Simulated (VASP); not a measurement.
# WS2 (Tungstenite) (P6_3/mmc) in VASP: notebook

Runs on WS2 (Tungstenite). Level: LDA. Tasks: single point.

Everything below comes from runs of VASP 6.6.1. Logs are shortened: lines on timing, memory, paths and dates and some standing lists are left out, and cuts for length are marked.

### Step 1. The cell of the first run

The structure is hexagonal, space group P6_3/mmc (No. 194). The conventional cell has a = 3.115 Å, b = 3.115 Å, c = 12.245 Å, α = 90.00°, β = 90.00°, γ = 120.00°. W (site symmetry -6m2) has 6 S at 2.36 Å within 3.1 Å. Within 3.1 Å of S (site symmetry 3m) lie 3 W at 2.36 Å and 1 S at 3.06 Å.

### Step 2. Single point, LDA

The input, INCAR:

```
PREC = Accurate ; ENCUT = 520
EDIFF = 1E-6 ; ISMEAR = -1
SIGMA = 0.05 ; LREAL = F
LASPH = T ; NELM = 60
ALGO = Normal ; ISIF = 2
LWAVE = F ; LCHARG = F
NBANDS = 35
```

The input, KPOINTS:

```
regular mesh
0
Gamma
  10 10 3
```

The input, POSCAR:

```
WS2
1.0
    3.1150838257      0.0000000000      0.0000000000
   -1.5575419129      2.6977417280      0.0000000000
    0.0000000000      0.0000000000     12.2448263589
W S
2 4
Direct
    0.6666666667      0.3333333333      0.7500000000
    0.3333333333      0.6666666667      0.2500000000
    0.6666666667      0.3333333333      0.3750000000
    0.3333333333      0.6666666667      0.8750000000
    0.6666666667      0.3333333333      0.1250000000
    0.3333333333      0.6666666667      0.6250000000
```

Potentials or basis: VASP PAW LDA potentials, release 64 (W_sv, S).

Started as:

```sh
$ cat potpaw_LDA.64/W_sv/POTCAR potpaw_LDA.64/S/POTCAR > POTCAR
$ mpirun -np 1 vasp_std > vasp.out
```

OUTCAR:

```text
PREC = Accurate
   ENCUT = 520
   EDIFF = 1E-6
   ISMEAR = -1
   LREAL = F
   LASPH = T
   NELM = 60
   ISIF = 2

 ion  position               nearest neighbor table
   1  0.667  0.333  0.750-   4 2.36   6 2.36   4 2.36   6 2.36   4 2.36   6 2.36
   2  0.333  0.667  0.250-   3 2.36   5 2.36   3 2.36   5 2.36   3 2.36   5 2.36
   3  0.667  0.333  0.375-   2 2.36   2 2.36   2 2.36
   4  0.333  0.667  0.875-   1 2.36   1 2.36   1 2.36
   5  0.667  0.333  0.125-   2 2.36   2 2.36   2 2.36
   6  0.333  0.667  0.625-   1 2.36   1 2.36   1 2.36

  LATTYP: Found a hexagonal cell.
 ALAT       =     3.1150838257
 C/A-ratio  =     3.9308176101

  Lattice vectors:

 A1 = (   3.1150838257,   0.0000000000,   0.0000000000)
 A2 = (  -1.5575419129,   2.6977417280,   0.0000000000)
 A3 = (   0.0000000000,   0.0000000000,  12.2448263589)

Analysis of symmetry for initial positions (statically):
=====================================================================
 Subroutine PRICEL returns:
 Original cell was already a primitive cell.

 Routine SETGRP: Setting up the symmetry group for a
 hexagonal supercell.

 Subroutine GETGRP returns: Found 24 space group operations
 (whereof 12 operations were pure point group operations)
 out of a pool of 24 trial point group operations.

The static configuration has the point symmetry D_3d.
 The point group associated with its full space group is D_6h.

Analysis of symmetry for dynamics (positions and initial velocities):
=====================================================================
 Subroutine PRICEL returns:
 Original cell was already a primitive cell.

 Routine SETGRP: Setting up the symmetry group for a
 hexagonal supercell.

 Subroutine GETGRP returns: Found 24 space group operations
 (whereof 12 operations were pure point group operations)
 out of a pool of 24 trial point group operations.

The dynamic configuration has the point symmetry D_3d.
 The point group associated with its full space group is D_6h.

 Subroutine INISYM returns: Found 24 space group operations
 (whereof 12 operations are pure point group operations),
 and found     1 'primitive' translations

----------------------------------------------------------------------------------------

                                     Primitive cell

  volume of cell :     102.9017

  direct lattice vectors                    reciprocal lattice vectors
     3.115083826  0.000000000  0.000000000     0.321018649  0.185340203  0.000000000
    -1.557541913  2.697741728  0.000000000     0.000000000  0.370680406  0.000000000
     0.000000000  0.000000000 12.244826359     0.000000000  0.000000000  0.081667144

  length of vectors
     3.115083826  3.115083826 12.244826359     0.370680406  0.370680406  0.081667144

  position of ions in fractional coordinates (direct lattice)
     0.666666667  0.333333333  0.750000000
     0.333333333  0.666666667  0.250000000
     0.666666667  0.333333333  0.375000000
     0.333333333  0.666666667  0.875000000
     0.666666667  0.333333333  0.125000000
     0.333333333  0.666666667  0.625000000

  ion indices of the primitive-cell ions
   primitive index   ion index
                 1           1
                 2           2
                 3           3
                 4           4
                 5           5
                 6           6

----------------------------------------------------------------------------------------

 KPOINTS: regular mesh

Automatic generation of k-mesh.
 Grid dimensions read from file:
 generate k-points for:   10   10    3

 Generating k-lattice:

  Cartesian coordinates                     Fractional coordinates (reciprocal lattice)
     0.032101865  0.018534020  0.000000000     0.100000000  0.000000000  0.000000000
     0.000000000  0.037068041  0.000000000     0.000000000  0.100000000  0.000000000
     0.000000000  0.000000000  0.027222381     0.000000000  0.000000000  0.333333333

  Length of vectors
     0.037068041  0.037068041  0.027222381

  Shift w.r.t. Gamma in fractional coordinates (k-lattice)
     0.000000000  0.000000000  0.000000000

 Subroutine IBZKPT returns following result:
 ===========================================

 Found     28 irreducible k-points:

 Following reciprocal coordinates:
            Coordinates               Weight
  0.000000  0.000000  0.000000      1.000000
  0.100000 -0.000000  0.000000      6.000000
  0.200000 -0.000000  0.000000      6.000000
  0.300000 -0.000000  0.000000      6.000000
  0.400000 -0.000000  0.000000      6.000000
  0.500000 -0.000000  0.000000      3.000000
[... 16 lines left out ...]
  0.300000  0.100000  0.333333     24.000000
  0.400000  0.100000  0.333333     24.000000
 [... further k-points ...]
   k-points           NKPTS =     28   k-points in BZ     NKDIM =     28   number of bands    NBANDS=     35
   number of dos      NEDOS =    301   number of ions     NIONS =      6
   total plane-waves  NPLWV =  55296
   dimension x,y,z NGX =    24 NGY =   24 NGZ =   96
   dimension x,y,z NGXF=    48 NGYF=   48 NGZF=  192
   ions per type =               2   4
   NGX,Y,Z   is equivalent  to a cutoff of  12.81, 12.81, 13.03 a.u.
   NGXF,Y,Z  is equivalent  to a cutoff of  25.62, 25.62, 26.07 a.u.
 SYSTEM =  unknown system
   PREC   = accura    normal or accurate (medium, high low for compatibility)
   ISTART =      0    job   : 0-new  1-cont  2-samecut
   ICHARG =      2    charge: 1-file 2-atom 10-const
   ISPIN  =      1    spin polarized calculation?
   LNONCOLLINEAR =      F non collinear calculations
   LSORBIT =      F    spin-orbit coupling
   LASPH  =      T    aspherical Exc in radial PAW
   ENCUT  =  520.0 eV  38.22 Ry    6.18 a.u.   5.79  5.79 22.77*2*pi/ulx,y,z
   NELM   =     60;   NELMIN=  2; NELMDL= -5     # of ELM steps
   EDIFF  = 0.1E-05   stopping-criterion for ELM
   LREAL  =      F    real-space projection
   EDIFFG = 0.1E-04   stopping-criterion for IOM
   NSW    =      0    number of steps for IOM
   IBRION =     -1    ionic relax: 0-MD 1-quasi-New 2-CG
   NFREE  =      0    steps in history (QN), initial steepest desc. (CG)
   ISIF   =      2    stress and relaxation
   ISYM   =      2    0-nonsym 1-usesym 2-fastsym
   POTIM  = 0.5000    time-step for ionic-motion
   TEBEG  =    0.0;   TEEND  =   0.0 temperature during run
   PSTRESS=    0.0 pullay stress
   NELECT =      52.0000    total number of electrons
   NUPDOWN=      -1.0000    fix difference up-down
   EMIN   =  10.00;   EMAX   =-10.00  energy-range for DOS
   EFERMI =   0.00;   METHOD = LEGACY
   ISMEAR =    -1;   SIGMA  =   0.05  broadening in eV -4-tet -1-fermi 0-gaus
   EFERMI_NEDOS =   21; number of points for ismear=-14 and -15
   IALGO  =     38    algorithm
   IMIX   =      4    mixing-type and parameters
     AMIX     =   0.40;   BMIX     =  1.00
     AMIX_MAG =   1.60;   BMIX_MAG =  1.00
  volume/ion in A,a.u.               =      17.15       115.74
  Fermi-wavevector in a.u.,A,eV,Ry     =   1.303972  2.464150 23.134581  1.700344
  Thomas-Fermi vector in A             =   2.434939
   LORBIT       =      0    0 simple, 1 ext, 2 COOP (PROOUT), +10 PAW based schemes
   GGA     = CA    functional components
   LHFCALC =     F    Hartree Fock is set to
   AEXX    =    0.0000 exact exchange contribution
   IVDW    =     0    specifies the selected vdW correction
   LEPSILON=     F    determine dielectric tensor
   LRPA    =     F    only Hartree local field effects (RPA)
 non-spin polarized calculation
  energy-cutoff  :      520.00
  volume of cell :      102.90
 maximum number of plane-waves:      2795
 NGX is ok and might be reduce to    24
   NGX = 11   NGY = 11   NGZ = 45

 number of electron      51.9999993 magnetization

 Free energy of the ion-electron system (eV)
  ---------------------------------------------------
  ext. energy  EPLUGINS =         0.00000000
  ---------------------------------------------------
  free energy    TOTEN  =       -52.45729156 eV

  energy without entropy =      -52.45729031  energy(sigma->0) =      -52.45729093

 E-fermi :   8.2550     XC(G=0): -11.3711

 val. band max:        7.8155012909   @ k =   0.0000   0.0000   0.0000
 cond. band min:       8.7965371185   @ k =   0.2000   0.2000   0.0000
 fundamental gap:      0.9810358276
 Fermi energy:         8.2549832909

 k-point     1 :       0.0000    0.0000    0.0000
  band No.  band energies     occupation
      1     -66.3389      2.00000
      2     -66.3389      2.00000
      3     -30.9312      2.00000
      4     -30.9311      2.00000
      5     -30.7038      2.00000
      6     -30.7038      2.00000
[... 27 lines left out ...]
     34      10.5047      0.00000
     35      12.6348      0.00000

 k-point     2 :       0.1000   -0.0000    0.0000
  band No.  band energies     occupation
      1     -66.3366      2.00000
      2     -66.3366      2.00000
      3     -30.9232      2.00000
      4     -30.9232      2.00000
      5     -30.7470      2.00000
      6     -30.7470      2.00000
[... 27 lines left out ...]
     34      10.4970      0.00000
     35      13.4960      0.00000

 k-point     3 :       0.2000   -0.0000    0.0000
  band No.  band energies     occupation
      1     -66.3306      2.00000
      2     -66.3306      2.00000
      3     -30.9023      2.00000
      4     -30.9022      2.00000
      5     -30.8587      2.00000
      6     -30.8587      2.00000
[... 27 lines left out ...]
     34      11.2471      0.00000
     35      14.6900      0.00000
[... 723 lines left out ...]
 k-point    23 :       0.3000    0.1000    0.3333
  band No.  band energies     occupation
      1     -66.3189      2.00000
      2     -66.3189      2.00000
      3     -31.0504      2.00000
      4     -31.0504      2.00000
      5     -30.8617      2.00000
      6     -30.8617      2.00000
[... 27 lines left out ...]
     34      12.2470      0.00000
     35      13.8701      0.00000

 k-point    24 :       0.4000    0.1000    0.3333
  band No.  band energies     occupation
      1     -66.3147      2.00000
      2     -66.3147      2.00000
      3     -31.1193      2.00000
      4     -31.1193      2.00000
      5     -30.8471      2.00000
      6     -30.8471      2.00000
[... 27 lines left out ...]
     34      11.9672      0.00000
     35      12.8118      0.00000

 [... further k-points ...]
[... 5 lines left out ...]
  --------------------------------------------------------------------------------------
  -------------------------------------------------------------------------------------
  Total        2.8591912      2.8591912      4.7868007     -0.0000000     -0.0000000      0.0000000
  in kB       44.5175281     44.5175281     74.5303549     -0.0000000     -0.0000000      0.0000000
  external PRESSURE =      54.5218037 kB  Pullay stress =       0.0000000 kB

 VOLUME and BASIS-vectors are now :
 -----------------------------------------------------------------------------
  energy-cutoff  :      520.00
  volume of cell :      102.90
      direct lattice vectors                 reciprocal lattice vectors
     3.115083826  0.000000000  0.000000000     0.321018649  0.185340203  0.000000000
    -1.557541913  2.697741728  0.000000000     0.000000000  0.370680406  0.000000000
     0.000000000  0.000000000 12.244826359     0.000000000  0.000000000  0.081667144

 POSITION                                       TOTAL-FORCE (eV/Angst)
 -----------------------------------------------------------------------------------
      1.55754      0.89925      9.18362         0.000000     -0.000000     -0.000000
     -0.00000      1.79849      3.06121        -0.000000      0.000000     -0.000000
      1.55754      0.89925      4.59181        -0.000000     -0.000000      0.848590
     -0.00000      1.79849     10.71422        -0.000000      0.000000      0.848590
      1.55754      0.89925      1.53060         0.000000     -0.000000     -0.848590
     -0.00000      1.79849      7.65302        -0.000000      0.000000     -0.848590
 -----------------------------------------------------------------------------------
    total drift:                               -0.000000      0.000000     -0.000000

  FREE ENERGIE OF THE ION-ELECTRON SYSTEM (eV)
  ---------------------------------------------------
  free  energy   TOTEN  =       -52.4572915610 eV

  energy  without entropy=      -52.4572903065  energy(sigma->0) =      -52.45729093
```

It took 42 s on 1 thread of Intel Xeon 6975P-C (Granite Rapids), shared host; peak memory 0.23 GiB.

Results:

```yaml
Free_energy: -52.4573 eV
Pressure: 5.5 GPa
Largest_force: 0.849 eV/Å
Band_gap_on_the_k_mesh: 0.98 eV, indirect (least direct gap 2.24 eV)
```

Forces in eV/Å, atoms in the order of the input:
```
W    0.000  0.000  0.000
W    0.000  0.000  0.000
S    0.000  0.000  0.849
S    0.000  0.000  0.849
S    0.000  0.000 -0.849
S    0.000  0.000 -0.849
```

Caveat: spin-orbit coupling is left out, which moves the levels of the heavy elements. As with any semilocal functional, this LDA gap is likely too small.

(Continued in part 2 of 2.)
